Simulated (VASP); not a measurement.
# BaTiO3 (P1) in VASP: notebook

BaTiO3 is run at these levels: LDA+U; tasks: single point.

Program: VASP 6.6.1. These are calculated values, not measurements. Logs are shortened: lines on timing, memory, paths and dates and some standing lists are left out, and cuts for length are marked.

**1. The cell of the first run**

The typed cell holds 10 atoms: a = 3.964 Å, b = 5.669 Å, c = 5.729 Å, α = 93.55°, β = 92.29°, γ = 91.36°.

**2. Single point, LDA+U**

INCAR

```
SYSTEM = BaTiO3
PREC = Accurate
ENCUT = 600
EDIFF = 1E-6
ISMEAR = -1
SIGMA = 0.05
LREAL = .False.
LASPH = .True.
NELM = 200
ALGO = Normal
ISIF = 2
LWAVE = .False.
LCHARG = .False.
LMAXMIX = 4
LDAU = .True.
LDAUTYPE = 2
LDAUL = -1 2 -1
LDAUU = 0 1 0
LDAUJ = 0 0 0
LDAUPRINT = 1
NBANDS = 51
GGA_COMPAT = .False.
KPAR = 4
```

KPOINTS

```
regular mesh
0
Gamma
  7 5 5
  0 0 0
```

POSCAR

```
BaTiO3
1.0
   -0.0915918800      0.0227814800     -3.9623969300
    3.8808838200      4.1317799600      0.0684987100
    3.9231712500     -4.1740673900      0.1138552900
Ba Ti O
2 2 6
Direct
    0.9974869000      0.0001477200      0.0004271700
    0.9998202700      0.4987526000      0.5010867700
    0.5007474000      0.4990591200      0.9978540800
    0.5036564600      0.9987681300      0.4973819700
    0.9989596600      0.4987799700      0.9982409700
    0.0019446300      0.9997553300      0.5021167700
    0.4941324700      0.2515279200      0.2525101600
    0.4993701600      0.7523144300      0.7482599000
    0.5032595700      0.2508647700      0.7496877100
    0.5006224800      0.7500300100      0.2524344900
```

Potentials or basis: VASP PAW LDA potentials, release 64 (Ba_sv, Ti_sv, O).

Command:

```bash
$ cat potpaw_LDA.64/Ba_sv/POTCAR potpaw_LDA.64/Ti_sv/POTCAR potpaw_LDA.64/O/POTCAR > POTCAR
$ mpirun -np 4 vasp_std > vasp.out
```

OUTCAR:

```text
SYSTEM = BaTiO3
   PREC = Accurate
   ENCUT = 600
   EDIFF = 1E-6
   ISMEAR = -1
   LREAL = .False.
   LASPH = .True.
   NELM = 200
   ISIF = 2

 ion  position               nearest neighbor table
   1  0.997  0.000  0.000-   8 2.71   7 2.72   5 2.83   5 2.84   9 2.84   8 2.85   6 2.86   7 2.86
                            10 2.87   6 2.87  10 2.88   9 2.91   3 3.42   4 3.42   4 3.42   3 3.42
   2  1.000  0.499  0.501-   8 2.72   7 2.72   7 2.82   6 2.83   6 2.84   8 2.85   5 2.85  10 2.85
                             9 2.85   9 2.87   5 2.88  10 2.89   3 3.40   4 3.41   4 3.43   3 3.43
   3  0.501  0.499  0.998-   9 1.94  10 1.97   5 1.97   5 1.99   7 2.09   8 2.09   2 3.40   1 3.42
                             1 3.42   2 3.43   1 3.48   1 3.51   2 3.53   2 3.57
   4  0.504  0.999  0.497-  10 1.93   9 1.97   6 1.97   6 1.99   8 2.07   7 2.07   2 3.41   1 3.42
                             1 3.42   2 3.43   2 3.49   2 3.51   1 3.52   1 3.58
   5  0.999  0.499  0.998-   3 1.97   3 1.99   1 2.83   1 2.84   2 2.85   2 2.88
   6  0.002  1.000  0.502-   4 1.97   4 1.99   2 2.83   2 2.84   1 2.86   1 2.87
   7  0.494  0.252  0.253-   4 2.07   3 2.09   1 2.72   2 2.72   2 2.82   1 2.86
   8  0.499  0.752  0.748-   4 2.07   3 2.09   1 2.71   2 2.72   2 2.85   1 2.85
   9  0.503  0.251  0.750-   3 1.94   4 1.97   1 2.84   2 2.85   2 2.87   1 2.91
  10  0.501  0.750  0.252-   4 1.93   3 1.97   2 2.85   1 2.87   1 2.88   2 2.89

  LATTYP: Found a triclinic cell.
 ALAT       =     3.9635208463
 B/A-ratio  =     2.8714633578
 C/A-ratio  =     1.7246286243
 COS(alpha) =     0.0029855317
 COS(beta)  =     0.5464108359
 COS(gamma) =     0.7283940205

  Lattice vectors:

 A1 = (   0.0915918800,  -0.0227814800,   3.9623969300)
 A2 = (   7.9872388300,  -0.0878503900,   8.1071478600)
 A3 = (  -3.8315793700,   4.1512859100,   3.8485416400)

Analysis of symmetry for initial positions (statically):
=====================================================================
 Subroutine PRICEL returns:
 Original cell was already a primitive cell.

 Routine SETGRP: Setting up the symmetry group for a
 triclinic supercell.

 Subroutine GETGRP returns: Found  1 space group operations
 (whereof  1 operations were pure point group operations)
 out of a pool of  2 trial point group operations.

The static configuration has the point symmetry C_1 .

Analysis of symmetry for dynamics (positions and initial velocities):
=====================================================================
 Subroutine PRICEL returns:
 Original cell was already a primitive cell.

 Routine SETGRP: Setting up the symmetry group for a
 triclinic supercell.

 Subroutine GETGRP returns: Found  1 space group operations
 (whereof  1 operations were pure point group operations)
 out of a pool of  2 trial point group operations.

The dynamic configuration has the point symmetry C_1 .

 Subroutine INISYM returns: Found  1 space group operations
 (whereof  1 operations are pure point group operations),
 and found     1 'primitive' translations

----------------------------------------------------------------------------------------

                                     Primitive cell

  volume of cell :     128.3431

  direct lattice vectors                    reciprocal lattice vectors
    -0.091591880  0.022781480 -3.962396930     0.005893134 -0.001348939 -0.252516472
     3.880883820  4.131779960  0.068498710     0.128847721  0.121040644 -0.002282437
     3.923171250 -4.174067390  0.113855290     0.127574530 -0.119767453 -0.003637513

  length of vectors
     3.963520846  5.668999642  5.729491623     0.252588831  0.176798706  0.175022099

  position of ions in fractional coordinates (direct lattice)
     0.997486900  0.000147720  0.000427170
     0.999820270  0.498752600  0.501086770
     0.500747400  0.499059120  0.997854080
     0.503656460  0.998768130  0.497381970
     0.998959660  0.498779970  0.998240970
     0.001944630  0.999755330  0.502116770
     0.494132470  0.251527920  0.252510160
     0.499370160  0.752314430  0.748259900
     0.503259570  0.250864770  0.749687710
     0.500622480  0.750030010  0.252434490

[... 95 lines left out ...]
   NELECT =      80.0000    total number of electrons
   NUPDOWN=      -1.0000    fix difference up-down
   EMIN   =  10.00;   EMAX   =-10.00  energy-range for DOS
   EFERMI =   0.00;   METHOD = LEGACY
   ISMEAR =    -1;   SIGMA  =   0.05  broadening in eV -4-tet -1-fermi 0-gaus
   EFERMI_NEDOS =   21; number of points for ismear=-14 and -15
   IALGO  =     38    algorithm
   IMIX   =      4    mixing-type and parameters
     AMIX     =   0.40;   BMIX     =  1.00
     AMIX_MAG =   1.60;   BMIX_MAG =  1.00
  volume/ion in A,a.u.               =      12.83        86.61
  Fermi-wavevector in a.u.,A,eV,Ry     =   1.398451  2.642689 26.608446  1.955666
  Thomas-Fermi vector in A             =   2.521608
   LORBIT       =      0    0 simple, 1 ext, 2 COOP (PROOUT), +10 PAW based schemes
 LDA+U is selected, type is set to LDAUTYPE =  2
   angular momentum for each species LDAUL =    -1    2   -1
   U (eV)           for each species LDAUU =   0.0  1.0  0.0
   J (eV)           for each species LDAUJ =   0.0  0.0  0.0
   GGA     = CA    functional components
   LHFCALC =     F    Hartree Fock is set to
   AEXX    =    0.0000 exact exchange contribution
   IVDW    =     0    specifies the selected vdW correction
   LEPSILON=     F    determine dielectric tensor
   LRPA    =     F    only Hartree local field effects (RPA)
 non-spin polarized calculation
  energy-cutoff  :      600.00
  volume of cell :      128.34
 maximum number of plane-waves:      4303
   NGX = 15   NGY = 23   NGZ = 23

atom =   3  type =  2  l = 2

 onsite density matrix

spin component  1

  0.1211 -0.0007  0.0009  0.0001 -0.0006
 -0.0007  0.1172 -0.0005 -0.0000  0.0007
  0.0009 -0.0005  0.2492  0.0013 -0.0154
  0.0001 -0.0000  0.0013  0.1301  0.0036
 -0.0006  0.0007 -0.0154  0.0036  0.2403

spin component  2

  0.1211 -0.0007  0.0009  0.0001 -0.0006
 -0.0007  0.1172 -0.0005 -0.0000  0.0007
  0.0009 -0.0005  0.2492  0.0013 -0.0154
  0.0001 -0.0000  0.0013  0.1301  0.0036
 -0.0006  0.0007 -0.0154  0.0036  0.2403

 occupancies and eigenvectors

  o =  0.1171  v =  0.1667  0.9860  0.0017  0.0039 -0.0045  0.0000  0.0000  0.0000  0.0000  0.0000      0.0000  0.0000  0.0000  0.0000  0.0000  0.0000  0.0000  0.0000  0.0000  0.0000
  o =  0.1171  v =  0.0000  0.0000  0.0000  0.0000  0.0000  0.1667  0.9860  0.0017  0.0039 -0.0045      0.0000  0.0000  0.0000  0.0000  0.0000  0.0000  0.0000  0.0000  0.0000  0.0000
  o =  0.1212  v =  0.0000  0.0000  0.0000  0.0000  0.0000  0.9859 -0.1666 -0.0067 -0.0093  0.0050      0.0000  0.0000  0.0000  0.0000  0.0000  0.0000  0.0000  0.0000  0.0000  0.0000
  o =  0.1212  v =  0.9859 -0.1666 -0.0067 -0.0093  0.0050  0.0000  0.0000  0.0000  0.0000  0.0000      0.0000  0.0000  0.0000  0.0000  0.0000  0.0000  0.0000  0.0000  0.0000  0.0000
  o =  0.1300  v = -0.0085  0.0055  0.0154 -0.9992  0.0345  0.0000  0.0000  0.0000  0.0000  0.0000      0.0000  0.0000  0.0000  0.0000  0.0000  0.0000  0.0000  0.0000  0.0000  0.0000
  o =  0.1300  v =  0.0000  0.0000  0.0000  0.0000  0.0000 -0.0085  0.0055  0.0154 -0.9992  0.0345      0.0000  0.0000  0.0000  0.0000  0.0000  0.0000  0.0000  0.0000  0.0000  0.0000
  o =  0.2289  v = -0.0008 -0.0024 -0.6018 -0.0369 -0.7978  0.0000  0.0000  0.0000  0.0000  0.0000      0.0000  0.0000  0.0000  0.0000  0.0000  0.0000  0.0000  0.0000  0.0000  0.0000
  o =  0.2289  v =  0.0000  0.0000  0.0000  0.0000  0.0000 -0.0008 -0.0024 -0.6018 -0.0369 -0.7978      0.0000  0.0000  0.0000  0.0000  0.0000  0.0000  0.0000  0.0000  0.0000  0.0000
  o =  0.2608  v =  0.0000  0.0000  0.0000  0.0000  0.0000  0.0075 -0.0054  0.7984 -0.0086 -0.6019      0.0000  0.0000  0.0000  0.0000  0.0000  0.0000  0.0000  0.0000  0.0000  0.0000
  o =  0.2608  v =  0.0075 -0.0054  0.7984 -0.0086 -0.6019  0.0000  0.0000  0.0000  0.0000  0.0000      0.0000  0.0000  0.0000  0.0000  0.0000  0.0000  0.0000  0.0000  0.0000  0.0000

atom =   4  type =  2  l = 2

 onsite density matrix

spin component  1

  0.1215 -0.0009  0.0004  0.0002 -0.0001
 -0.0009  0.1180 -0.0007  0.0003  0.0002
  0.0004 -0.0007  0.2502  0.0015 -0.0143
  0.0002  0.0003  0.0015  0.1296  0.0031
 -0.0001  0.0002 -0.0143  0.0031  0.2442

spin component  2

  0.1215 -0.0009  0.0004  0.0002 -0.0001
 -0.0009  0.1180 -0.0007  0.0003  0.0002
  0.0004 -0.0007  0.2502  0.0015 -0.0143
  0.0002  0.0003  0.0015  0.1296  0.0031
 -0.0001  0.0002 -0.0143  0.0031  0.2442

 occupancies and eigenvectors

  o =  0.1177  v = -0.2375 -0.9708 -0.0049  0.0319  0.0002  0.0000  0.0000  0.0000  0.0000  0.0000      0.0000  0.0000  0.0000  0.0000  0.0000  0.0000  0.0000  0.0000  0.0000  0.0000
  o =  0.1177  v =  0.0000  0.0000  0.0000  0.0000  0.0000 -0.2375 -0.9708 -0.0049  0.0319  0.0002      0.0000  0.0000  0.0000  0.0000  0.0000  0.0000  0.0000  0.0000  0.0000  0.0000
  o =  0.1217  v =  0.0000  0.0000  0.0000  0.0000  0.0000  0.9711 -0.2381 -0.0044 -0.0177  0.0009      0.0000  0.0000  0.0000  0.0000  0.0000  0.0000  0.0000  0.0000  0.0000  0.0000
  o =  0.1217  v =  0.9711 -0.2381 -0.0044 -0.0177  0.0009  0.0000  0.0000  0.0000  0.0000  0.0000      0.0000  0.0000  0.0000  0.0000  0.0000  0.0000  0.0000  0.0000  0.0000  0.0000
  o =  0.1295  v =  0.0248  0.0268 -0.0159  0.9988 -0.0287  0.0000  0.0000  0.0000  0.0000  0.0000      0.0000  0.0000  0.0000  0.0000  0.0000  0.0000  0.0000  0.0000  0.0000  0.0000
  o =  0.1295  v =  0.0000  0.0000  0.0000  0.0000  0.0000  0.0248  0.0268 -0.0159  0.9988 -0.0287      0.0000  0.0000  0.0000  0.0000  0.0000  0.0000  0.0000  0.0000  0.0000  0.0000
  o =  0.2327  v =  0.0021 -0.0024  0.6301  0.0324  0.7758  0.0000  0.0000  0.0000  0.0000  0.0000      0.0000  0.0000  0.0000  0.0000  0.0000  0.0000  0.0000  0.0000  0.0000  0.0000
  o =  0.2327  v =  0.0000  0.0000  0.0000  0.0000  0.0000  0.0021 -0.0024  0.6301  0.0324  0.7758      0.0000  0.0000  0.0000  0.0000  0.0000  0.0000  0.0000  0.0000  0.0000  0.0000
  o =  0.2618  v =  0.0000  0.0000  0.0000  0.0000  0.0000 -0.0028  0.0049 -0.7763  0.0057  0.6303      0.0000  0.0000  0.0000  0.0000  0.0000  0.0000  0.0000  0.0000  0.0000  0.0000
  o =  0.2618  v = -0.0028  0.0049 -0.7763  0.0057  0.6303  0.0000  0.0000  0.0000  0.0000  0.0000      0.0000  0.0000  0.0000  0.0000  0.0000  0.0000  0.0000  0.0000  0.0000  0.0000

 number of electron      80.0000001 magnetization

 Free energy of the ion-electron system (eV)
  ---------------------------------------------------
  ext. energy  EPLUGINS =         0.00000000
  ---------------------------------------------------
  free energy    TOTEN  =       -86.53278808 eV

  energy without entropy =      -86.53278807  energy(sigma->0) =      -86.53278807

 E-fermi :   4.4547     XC(G=0): -11.7316

 val. band max:        3.6097589690   @ k =   0.4286  -0.0000  -0.0000
 cond. band min:       5.1969757173   @ k =   0.0000   0.0000   0.0000
 fundamental gap:      1.5872167482
 Fermi energy:         4.4546691655

 k-point     1 :       0.0000    0.0000    0.0000
  band No.  band energies     occupation
      1     -52.6390      2.00000
      2     -52.5543      2.00000
      3     -29.3044      2.00000
      4     -29.2511      2.00000
      5     -29.2391      2.00000
      6     -29.2065      2.00000
[... 1285 lines left out ...]
     50      10.0105      0.00000
     51      10.3383      0.00000

 [... further k-points ...]
[... 5 lines left out ...]
  --------------------------------------------------------------------------------------
  -------------------------------------------------------------------------------------
  Total       -0.2422804     -9.7250412     -3.0018405      0.9861144      1.0513197     -4.7456000
  in kB       -3.0245185   -121.4030098    -37.4736170     12.3102057     13.1241993    -59.2419203
  external PRESSURE =     -53.9670485 kB  Pullay stress =       0.0000000 kB

 VOLUME and BASIS-vectors are now :
 -----------------------------------------------------------------------------
  energy-cutoff  :      600.00
  volume of cell :      128.34
      direct lattice vectors                 reciprocal lattice vectors
    -0.091591880  0.022781480 -3.962396930     0.005893134 -0.001348939 -0.252516472
     3.880883820  4.131779960  0.068498710     0.128847721  0.121040644 -0.002282437
     3.923171250 -4.174067390  0.113855290     0.127574530 -0.119767453 -0.003637513

 POSITION                                       TOTAL-FORCE (eV/Angst)
 -----------------------------------------------------------------------------------
     -0.08911      0.02155     -3.95238        -0.050913      0.033591     -0.072750
      3.80987     -0.00806     -3.87047        -0.006325      0.071331     -0.024276
      5.80568     -2.09170     -1.83636        -0.036037     -0.007299      0.016702
      5.78129      2.06206     -1.87064         0.109392     -0.101085      0.059607
      5.76048     -2.08312     -3.81045         0.108879      0.012383     -0.018574
      5.84965      2.03494      0.11795        -0.029842      0.087781      0.127566
      1.92153     -0.00348     -1.91197        -0.125605      0.063169     -0.152681
      5.80946     -0.00351     -1.84198         0.038552     -0.248313     -0.005747
      3.86864     -2.08126     -1.89157         0.190102     -0.037869      0.074287
      3.85527      2.05669     -1.90355        -0.198202      0.126312     -0.004134
 -----------------------------------------------------------------------------------
    total drift:                               -0.000092     -0.000566     -0.000720

  FREE ENERGIE OF THE ION-ELECTRON SYSTEM (eV)
  ---------------------------------------------------
  free  energy   TOTEN  =       -86.5327880773 eV

  energy  without entropy=      -86.5327880664  energy(sigma->0) =      -86.53278807
```

Wall time 2.3 min (4 MPI ranks of Intel Xeon 6975P-C (Granite Rapids), shared host); peak memory 0.62 GiB.

What came out:

```yaml
Free_energy: -86.5328 eV
Pressure: -5.4 GPa
Largest_force: 0.251 eV/Å
Band_gap_on_the_k_mesh: 1.59 eV
```

Forces in eV/Å, atoms in the order of the input:
```
Ba  -0.051  0.034 -0.073
Ba  -0.006  0.071 -0.024
Ti  -0.036 -0.007  0.017
Ti   0.109 -0.101  0.060
O    0.109  0.012 -0.019
O   -0.030  0.088  0.128
O   -0.126  0.063 -0.153
O    0.039 -0.248 -0.006
O    0.190 -0.038  0.074
O   -0.198  0.126 -0.004
```

Eigenvalues of the final occupation matrices:
| site | spin | trace | eigenvalues |
| --- | --- | --- | --- |
| site 3 d | 1 | 0.86 | 0.12 0.12 0.13 0.23 0.26 |
| site 3 d | 2 | 0.86 | 0.12 0.12 0.13 0.23 0.26 |
| site 4 d | 1 | 0.86 | 0.12 0.12 0.13 0.23 0.26 |
| site 4 d | 2 | 0.86 | 0.12 0.12 0.13 0.23 0.26 |

Caveat: the stress differs along the axes, from -12 to -0 GPa; spin-orbit coupling is left out, which moves the levels of the heavy elements.

(Part 1 of 2 ends here.)
